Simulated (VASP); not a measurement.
# LiF (I4/mmm) in VASP: notebook

LiF is run at these levels: LDA; tasks: single point.

Everything below comes from runs of VASP 6.6.1. Logs are shortened: lines on timing, memory, paths and dates and some standing lists are left out, and cuts for length are marked.

### 1 The cell of the first run

Symmetry: I4/mmm, No. 139, tetragonal system. Conventional cell: a = 2.848 Å, b = 2.848 Å, c = 4.068 Å, α = 90.00°, β = 90.00°, γ = 90.00°. Li (site symmetry 4/mmm) has 6 F at 2.01 to 2.03 Å within 2.7 Å. F (site symmetry 4/mmm) has 6 Li at 2.01 to 2.03 Å within 2.7 Å.

### 2 Single point, LDA (zz strain of +1 %)

INCAR

```
SYSTEM = LiF
  PREC = Accurate
  ENCUT = 520
  EDIFF = 1E-6
  ISMEAR = -1
  SIGMA = 0.03
  LREAL = .FALSE.
  LASPH = .TRUE.
  NELM = 60
  ALGO = Normal
  ISIF = 2
  LWAVE = .FALSE.
  LCHARG = .FALSE.
  GGA = CA
  NBANDS = 12
```

KPOINTS

```
regular mesh
0
G
  10 10 10
  0 0 0
```

POSCAR

```
LiF
1.0
    0.0000000000      2.0140000000      2.0341400000
    2.0140000000      0.0000000000      2.0341400000
    2.0140000000      2.0140000000      0.0000000000
Li F
1 1
Direct
    0.0000000000      0.0000000000      0.0000000000
    0.5000000000      0.5000000000      0.5000000000
```

Potentials or basis: VASP PAW LDA potentials, release 64 (Li_sv, F).

Started as:

```
$ cat potpaw_LDA.64/Li_sv/POTCAR potpaw_LDA.64/F/POTCAR > POTCAR
$ mpirun -np 1 vasp_std > vasp.out
```

OUTCAR:

```text
SYSTEM = LiF
   PREC = Accurate
   ENCUT = 520
   EDIFF = 1E-6
   ISMEAR = -1
   LREAL = .FALSE.
   LASPH = .TRUE.
   NELM = 60
   ISIF = 2
   GGA = CA

 ion  position               nearest neighbor table
   1  0.000  0.000  0.000-   2 2.01   2 2.01   2 2.01   2 2.01   2 2.03   2 2.03
   2  0.500  0.500  0.500-   1 2.01   1 2.01   1 2.01   1 2.01   1 2.03   1 2.03

  LATTYP: Found a body centered tetragonal cell.
 ALAT       =     2.8482261146
 C/A-ratio  =     1.4283556980

  Lattice vectors:

 A1 = (  -2.0140000000,   0.0000000000,   2.0341400000)
 A2 = (   2.0140000000,   0.0000000000,   2.0341400000)
 A3 = (   0.0000000000,   2.0140000000,  -2.0341400000)

Analysis of symmetry for initial positions (statically):
=====================================================================
 Subroutine PRICEL returns:
 Original cell was already a primitive cell.

 Routine SETGRP: Setting up the symmetry group for a
 body centered tetragonal supercell.

 Subroutine GETGRP returns: Found 16 space group operations
 (whereof 16 operations were pure point group operations)
 out of a pool of 16 trial point group operations.

The static configuration has the point symmetry D_4h.

Analysis of symmetry for dynamics (positions and initial velocities):
=====================================================================
 Subroutine PRICEL returns:
 Original cell was already a primitive cell.

 Routine SETGRP: Setting up the symmetry group for a
 body centered tetragonal supercell.

 Subroutine GETGRP returns: Found 16 space group operations
 (whereof 16 operations were pure point group operations)
 out of a pool of 16 trial point group operations.

The dynamic configuration has the point symmetry D_4h.

 Subroutine INISYM returns: Found 16 space group operations
 (whereof 16 operations are pure point group operations),
 and found     1 'primitive' translations

----------------------------------------------------------------------------------------

                                     Primitive cell

  volume of cell :      16.5017

  direct lattice vectors                    reciprocal lattice vectors
     0.000000000  2.014000000  2.034140000    -0.248262165  0.248262165  0.245804124
     2.014000000  0.000000000  2.034140000     0.248262165 -0.248262165  0.245804124
     2.014000000  2.014000000  0.000000000     0.248262165  0.248262165 -0.245804124

  length of vectors
     2.862502671  2.862502671  2.848226115     0.428588231  0.428588231  0.428588231

  position of ions in fractional coordinates (direct lattice)
     0.000000000  0.000000000  0.000000000
     0.500000000  0.500000000  0.500000000

  ion indices of the primitive-cell ions
   primitive index   ion index
                 1           1
                 2           2

----------------------------------------------------------------------------------------

 KPOINTS: regular mesh

Automatic generation of k-mesh.
 Grid dimensions read from file:
 generate k-points for:   10   10   10

 Generating k-lattice:

  Cartesian coordinates                     Fractional coordinates (reciprocal lattice)
    -0.024826216  0.024826216  0.024580412     0.100000000  0.000000000  0.000000000
     0.024826216 -0.024826216  0.024580412     0.000000000  0.100000000  0.000000000
     0.024826216  0.024826216 -0.024580412     0.000000000  0.000000000  0.100000000

  Length of vectors
     0.042858823  0.042858823  0.042858823

  Shift w.r.t. Gamma in fractional coordinates (k-lattice)
     0.000000000  0.000000000  0.000000000

 Subroutine IBZKPT returns following result:
 ===========================================

 Found    102 irreducible k-points:

 Following reciprocal coordinates:
            Coordinates               Weight
  0.000000  0.000000  0.000000      1.000000
  0.100000  0.000000  0.000000      8.000000
  0.200000  0.000000  0.000000      8.000000
  0.300000  0.000000  0.000000      8.000000
  0.400000  0.000000  0.000000      8.000000
  0.500000  0.000000  0.000000      4.000000
[... 16 lines left out ...]
  0.300000  0.300000  0.000000      2.000000
  0.400000  0.300000  0.000000      8.000000
 [... further k-points ...]
   k-points           NKPTS =    102   k-points in BZ     NKDIM =    102   number of bands    NBANDS=     12
   number of dos      NEDOS =    301   number of ions     NIONS =      2
   total plane-waves  NPLWV =  13824
   dimension x,y,z NGX =    24 NGY =   24 NGZ =   24
   dimension x,y,z NGXF=    48 NGYF=   48 NGZF=   48
   ions per type =               1   1
   NGX,Y,Z   is equivalent  to a cutoff of  13.94, 13.94, 14.01 a.u.
   NGXF,Y,Z  is equivalent  to a cutoff of  27.88, 27.88, 28.02 a.u.
 SYSTEM =  LiF
   PREC   = accura    normal or accurate (medium, high low for compatibility)
   ISTART =      0    job   : 0-new  1-cont  2-samecut
   ICHARG =      2    charge: 1-file 2-atom 10-const
   ISPIN  =      1    spin polarized calculation?
   LNONCOLLINEAR =      F non collinear calculations
   LSORBIT =      F    spin-orbit coupling
   LASPH  =      T    aspherical Exc in radial PAW
   ENCUT  =  520.0 eV  38.22 Ry    6.18 a.u.   5.32  5.32  5.30*2*pi/ulx,y,z
   NELM   =     60;   NELMIN=  2; NELMDL= -5     # of ELM steps
   EDIFF  = 0.1E-05   stopping-criterion for ELM
   LREAL  =      F    real-space projection
   EDIFFG = 0.1E-04   stopping-criterion for IOM
   NSW    =      0    number of steps for IOM
   IBRION =     -1    ionic relax: 0-MD 1-quasi-New 2-CG
   NFREE  =      0    steps in history (QN), initial steepest desc. (CG)
   ISIF   =      2    stress and relaxation
   ISYM   =      2    0-nonsym 1-usesym 2-fastsym
   POTIM  = 0.5000    time-step for ionic-motion
   TEBEG  =    0.0;   TEEND  =   0.0 temperature during run
   PSTRESS=    0.0 pullay stress
   NELECT =      10.0000    total number of electrons
   NUPDOWN=      -1.0000    fix difference up-down
   EMIN   =  10.00;   EMAX   =-10.00  energy-range for DOS
   EFERMI =   0.00;   METHOD = LEGACY
   ISMEAR =    -1;   SIGMA  =   0.03  broadening in eV -4-tet -1-fermi 0-gaus
   EFERMI_NEDOS =   21; number of points for ismear=-14 and -15
   IALGO  =     38    algorithm
   IMIX   =      4    mixing-type and parameters
     AMIX     =   0.40;   BMIX     =  1.00
     AMIX_MAG =   1.60;   BMIX_MAG =  1.00
  volume/ion in A,a.u.               =       8.25        55.68
  Fermi-wavevector in a.u.,A,eV,Ry     =   1.385367  2.617964 26.112877  1.919242
  Thomas-Fermi vector in A             =   2.509784
   LORBIT       =      0    0 simple, 1 ext, 2 COOP (PROOUT), +10 PAW based schemes
   GGA     = CA    functional components
   LHFCALC =     F    Hartree Fock is set to
   AEXX    =    0.0000 exact exchange contribution
   IVDW    =     0    specifies the selected vdW correction
   LEPSILON=     F    determine dielectric tensor
   LRPA    =     F    only Hartree local field effects (RPA)
 non-spin polarized calculation
  energy-cutoff  :      520.00
  volume of cell :       16.50
 maximum number of plane-waves:       459
 NGX is ok and might be reduce to    24
   NGX = 11   NGY = 11   NGZ = 11

 number of electron      10.0000000 magnetization

 number of electron       9.9999991 magnetization

 Free energy of the ion-electron system (eV)
  ---------------------------------------------------
  ext. energy  EPLUGINS =         0.00000000
  ---------------------------------------------------
  free energy    TOTEN  =       -10.46496582 eV

  energy without entropy =      -10.46496582  energy(sigma->0) =      -10.46496582

 E-fermi :  -0.6289     XC(G=0): -10.6202

 val. band max:       -1.3439295680   @ k =   0.0000   0.0000   0.0000
 cond. band min:       7.3838421213   @ k =   0.0000   0.0000   0.0000
 fundamental gap:      8.7277716893
 Fermi energy:        -0.6288905260

 k-point     1 :       0.0000    0.0000    0.0000
  band No.  band energies     occupation
      1     -41.1307      2.00000
      2     -20.9012      2.00000
      3      -1.3677      2.00000
      4      -1.3677      2.00000
      5      -1.3439      2.00000
      6       7.3838      0.00000
      7      21.8200      0.00000
      8      22.0455      0.00000
      9      22.0455      0.00000
     10      22.3933      0.00000
     11      22.4786      0.00000
     12      22.4786      0.00000

 k-point     2 :       0.1000    0.0000    0.0000
  band No.  band energies     occupation
      1     -41.1243      2.00000
      2     -20.8611      2.00000
      3      -1.6524      2.00000
      4      -1.3890      2.00000
      5      -1.3762      2.00000
      6       7.6724      0.00000
      7      19.3701      0.00000
      8      20.6837      0.00000
      9      20.8413      0.00000
     10      23.4078      0.00000
     11      23.4863      0.00000
     12      23.4896      0.00000

 k-point     3 :       0.2000    0.0000    0.0000
  band No.  band energies     occupation
      1     -41.1078      2.00000
      2     -20.7556      2.00000
      3      -2.3508      2.00000
      4      -1.4433      2.00000
      5      -1.4401      2.00000
      6       8.3003      0.00000
      7      16.9286      0.00000
      8      19.1963      0.00000
      9      19.3717      0.00000
     10      24.4120      0.00000
     11      24.8039      0.00000
     12      24.8326      0.00000
[... 286 lines left out ...]
 k-point    23 :       0.3000    0.3000    0.0000
  band No.  band energies     occupation
      1     -41.0762      2.00000
      2     -20.4758      2.00000
      3      -3.3068      2.00000
      4      -2.0241      2.00000
      5      -2.0241      2.00000
      6      10.4489      0.00000
      7      16.1418      0.00000
      8      17.1165      0.00000
      9      18.5717      0.00000
     10      18.5717      0.00000
     11      32.4555      0.00000
     12      32.8552      0.00000

 k-point    24 :       0.4000    0.3000    0.0000
  band No.  band energies     occupation
      1     -41.0640      2.00000
      2     -20.3632      2.00000
      3      -3.7294      2.00000
      4      -2.2383      2.00000
      5      -2.1199      2.00000
      6      11.2314      0.00000
      7      14.9947      0.00000
      8      16.6403      0.00000
      9      18.3174      0.00000
     10      19.3951      0.00000
     11      31.9479      0.00000
     12      33.0741      0.00000

 [... further k-points ...]
[... 5 lines left out ...]
  --------------------------------------------------------------------------------------
  -------------------------------------------------------------------------------------
  Total       -0.7261420     -0.7261420     -0.7825782      0.0000000      0.0000000     -0.0000000
  in kB      -70.5021469    -70.5021469    -75.9816191      0.0000000      0.0000000     -0.0000000
  external PRESSURE =     -72.3286376 kB  Pullay stress =       0.0000000 kB

 VOLUME and BASIS-vectors are now :
 -----------------------------------------------------------------------------
  energy-cutoff  :      520.00
  volume of cell :       16.50
      direct lattice vectors                 reciprocal lattice vectors
     0.000000000  2.014000000  2.034140000    -0.248262165  0.248262165  0.245804124
     2.014000000  0.000000000  2.034140000     0.248262165 -0.248262165  0.245804124
     2.014000000  2.014000000  0.000000000     0.248262165  0.248262165 -0.245804124

 POSITION                                       TOTAL-FORCE (eV/Angst)
 -----------------------------------------------------------------------------------
      0.00000      0.00000      0.00000         0.000000      0.000000      0.000000
      2.01400      2.01400      2.03414         0.000000      0.000000      0.000000
 -----------------------------------------------------------------------------------
    total drift:                               -0.000000     -0.000000      0.000000

  FREE ENERGIE OF THE ION-ELECTRON SYSTEM (eV)
  ---------------------------------------------------
  free  energy   TOTEN  =       -10.4649658223 eV

  energy  without entropy=      -10.4649658223  energy(sigma->0) =      -10.46496582
```

Wall time 5.5 s (1 thread of Intel Xeon 6975P-C (Granite Rapids), shared host); peak memory 0.13 GiB.

What came out:

* Free energy: -10.4650 eV
* Band gap on the k mesh: 8.73 eV, direct

Caveat: the cell differs from its parent crystal (zz strain of +1 %); the cutoff is under 1.25 times the usual one of these potentials, so pressure, stress and relaxed cells hold a basis-set (Pulay) error. A k mesh can miss the band edges.

### 3 Single point, LDA (equal xx and yy strain of +1 %)

INCAR

```
PREC = Accurate
ENCUT = 520
EDIFF = 1E-6
ISMEAR = -1
SIGMA = 0.03
LREAL = False
LASPH = True
NELM = 80
ALGO = Normal
ISIF = 2
LWAVE = False
LCHARG = False
GGA = CA
NBANDS = 12
```

KPOINTS

```
regular mesh
0
Gamma
  10 10 10
```

POSCAR

```
LiF
1.0
    0.0000000000      2.0341400000      2.0140000000
    2.0341400000      0.0000000000      2.0140000000
    2.0341400000      2.0341400000      0.0000000000
Li F
1 1
Direct
    0.0000000000      0.0000000000      0.0000000000
    0.5000000000      0.5000000000      0.5000000000
```

Potentials or basis: VASP PAW LDA potentials, release 64 (Li_sv, F).

Started as:

```
$ cat potpaw_LDA.64/Li_sv/POTCAR potpaw_LDA.64/F/POTCAR > POTCAR
$ mpirun -np 1 vasp_std > vasp.out
```

It took 5.5 s on 1 thread of Intel Xeon 6975P-C (Granite Rapids), shared host; peak memory 0.12 GiB.

It converged, with:

| Quantity | Value |
| --- | --- |
| Free energy | -10.4577 eV |
| Band gap on the k mesh | 8.65 eV, direct |

Levels at points of the mesh, in eV from the valence-band top:
| k point | band 2 | band 3 | band 4 | band 5 | band 6 | band 7 | band 8 | band 9 |
| --- | --- | --- | --- | --- | --- | --- | --- | --- |
| (0.00, 0.00, 0.00) | -19.52 | -0.03 | 0.00 | 0.00 | 8.65 | 23.12 | 23.12 | 23.35 |
| (0.50, 0.00, 0.00) | -19.09 | -2.53 | -0.24 | -0.22 | 10.26 | 16.13 | 18.17 | 18.34 |
| (0.50, 0.50, 0.00) | -18.81 | -3.03 | -1.03 | -1.03 | 14.34 | 15.84 | 16.90 | 19.43 |
| (0.50, 0.00, 0.50) | -18.82 | -3.04 | -1.03 | -0.97 | 14.16 | 15.97 | 16.88 | 19.50 |

Caveat: the cell differs from its parent crystal (equal xx and yy strain of +1 %); the cutoff is under 1.25 times the usual one of these potentials, so pressure, stress and relaxed cells hold a basis-set (Pulay) error.

### 4 Single point, LDA (zz strain of +3 %)

INCAR

```
  ALGO = Normal
  EDIFF = 1E-7
  ENCUT = 520
  GGA = CA
  ISIF = 2
  ISMEAR = -1
  LASPH = True
  LCHARG = True
  LELF = True
  LREAL = False
  LVHAR = True
  LWAVE = False
  NBANDS = 12
  NELM = 80
  PREC = Accurate
  SIGMA = 0.03
```

KPOINTS

```
k-points
0
Gamma
  10 10 10
```

POSCAR

```
LiF
1.0
    0.0000000000      2.0140000000      2.0744200000
    2.0140000000      0.0000000000      2.0744200000
    2.0140000000      2.0140000000      0.0000000000
Li F
1 1
Direct
    0.0000000000      0.0000000000      0.0000000000
    0.5000000000      0.5000000000      0.5000000000
```

Potentials or basis: VASP PAW LDA potentials, release 64 (Li_sv, F).

Started as:

```
$ cat potpaw_LDA.64/Li_sv/POTCAR potpaw_LDA.64/F/POTCAR > POTCAR
$ mpirun -np 1 vasp_std > vasp.out
```

OUTCAR:

```text
EDIFF = 1E-7
   ENCUT = 520
   GGA = CA
   ISIF = 2
   ISMEAR = -1
   LASPH = True
   LREAL = False
   NELM = 80
   PREC = Accurate

 ion  position               nearest neighbor table
   1  0.000  0.000  0.000-   2 2.01   2 2.01   2 2.01   2 2.01   2 2.07   2 2.07
   2  0.500  0.500  0.500-   1 2.01   1 2.01   1 2.01   1 2.01   1 2.07   1 2.07

  LATTYP: Found a body centered tetragonal cell.
 ALAT       =     2.8482261146
 C/A-ratio  =     1.4566399692

  Lattice vectors:

 A1 = (  -2.0140000000,   0.0000000000,   2.0744200000)
 A2 = (   2.0140000000,   0.0000000000,   2.0744200000)
[... 539 lines left out ...]
      8      16.2421      0.00000
      9      18.1843      0.00000
     10      19.2633      0.00000
     11      31.2493      0.00000
     12      32.7689      0.00000

 [... further k-points ...]
[... 5 lines left out ...]
  --------------------------------------------------------------------------------------
  -------------------------------------------------------------------------------------
  Total       -0.8165782     -0.8165782     -0.9560606      0.0000000      0.0000000      0.0000000
  in kB      -77.7432590    -77.7432590    -91.0228424      0.0000000      0.0000000      0.0000000
  external PRESSURE =     -82.1697868 kB  Pullay stress =       0.0000000 kB

 VOLUME and BASIS-vectors are now :
 -----------------------------------------------------------------------------
  energy-cutoff  :      520.00
  volume of cell :       16.83
      direct lattice vectors                 reciprocal lattice vectors
     0.000000000  2.014000000  2.074420000    -0.248262165  0.248262165  0.241031228
     2.014000000  0.000000000  2.074420000     0.248262165 -0.248262165  0.241031228
     2.014000000  2.014000000  0.000000000     0.248262165  0.248262165 -0.241031228

 POSITION                                       TOTAL-FORCE (eV/Angst)
 -----------------------------------------------------------------------------------
      0.00000      0.00000      0.00000        -0.000000      0.000000      0.000000
      2.01400      2.01400      2.07442         0.000000     -0.000000     -0.000000
 -----------------------------------------------------------------------------------
    total drift:                               -0.000000     -0.000000      0.000000

  FREE ENERGIE OF THE ION-ELECTRON SYSTEM (eV)
  ---------------------------------------------------
  free  energy   TOTEN  =       -10.4487728442 eV

  energy  without entropy=      -10.4487728442  energy(sigma->0) =      -10.44877284
```

stdout:

```text
POSCAR found type information on POSCAR LiF
 POSCAR found :  2 types and       2 ions
 scaLAPACK will be used
 LDA part: xc-table for (Slater(with rela. corr.)+CA(PZ))
 , standard interpolation
 POSCAR, INCAR and KPOINTS ok, starting setup
 FFT: planning ... GRIDC
 FFT: planning ... GRID_SOFT
 FFT: planning ... GRID
 WAVECAR not read
 entering main loop
```

Wall time 6.2 s (1 thread of Intel Xeon 6975P-C (Granite Rapids), shared host); peak memory 0.13 GiB.

Results:

| Property | Result |
| --- | --- |
| Free energy | -10.4488 eV |
| Band gap on the k mesh | 8.53 eV, direct |

Levels at points of the mesh, in eV from the valence-band top:
```
           k point  band 2  band 3  band 4  band 5  band 6  band 7  band 8  band 9
(0.00, 0.00, 0.00)  -19.53   -0.07   -0.07    0.00    8.53   22.62   23.26   23.26
(0.50, 0.00, 0.00)  -19.10   -2.53   -0.29   -0.23   10.18   15.99   17.90   18.41
(0.50, 0.50, 0.00)  -18.86   -3.04   -0.97   -0.97   13.76   16.11   16.71   19.66
(0.50, 0.00, 0.50)  -18.82   -3.02   -1.15   -0.97   14.28   15.73   16.76   19.04
```

Caveat: the cell differs from its parent crystal (zz strain of +3 %); the cutoff is under 1.25 times the usual one of these potentials, so pressure, stress and relaxed cells hold a basis-set (Pulay) error.

(Part 1 of 2 ends here.)
